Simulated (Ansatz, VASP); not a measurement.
One calculation of Ti, two programs

```xyz
2
Lattice="2.9500 0.0000 0.0000 -1.4750 2.5548 0.0000 0.0000 0.0000 4.6800" Properties=species:S:1:pos:R:3 pbc="T T T"
Ti    1.4750    0.8516    3.5100
Ti    0.0000    1.7032    1.1700
```

Alike in both runs: task relaxation of cell and atoms; functional LDA; k mesh 10 × 10 × 6; occupations fermi-dirac, width 0.025 eV; collinear spin.

|  | VASP | Ansatz |
| --- | --- | --- |
| version | VASP 6.6.1 | Ansatz 0.2.0 |
| potentials or method | VASP PAW LDA potentials, release 64 (Ti_sv) | JTH PAW LDA |
| plane-wave cutoff (eV) | 600 | 1230 |
| valence electrons in the cell | 24 | 24 |

Ansatz gave:

* net moment per atom (μB): 0.00
* relaxed volume (Å³/atom): 16.13
* relaxed length of the cell vector where the two differ most in proportion (Å): 4.522

Q: Which values does VASP return?

A: net moment per atom (μB): 0.00; relaxed volume (Å³/atom): 16.06; relaxed length of the cell vector where the two differ most in proportion (Å): 4.514.

LDA's correlation is that of Perdew and Zunger in VASP and of Perdew and Wang (1992) in Ansatz.

Noted on Ansatz's run: the plane-wave basis is chosen anew once the cell has moved, so the energies of steps on either side of that aren't comparable.
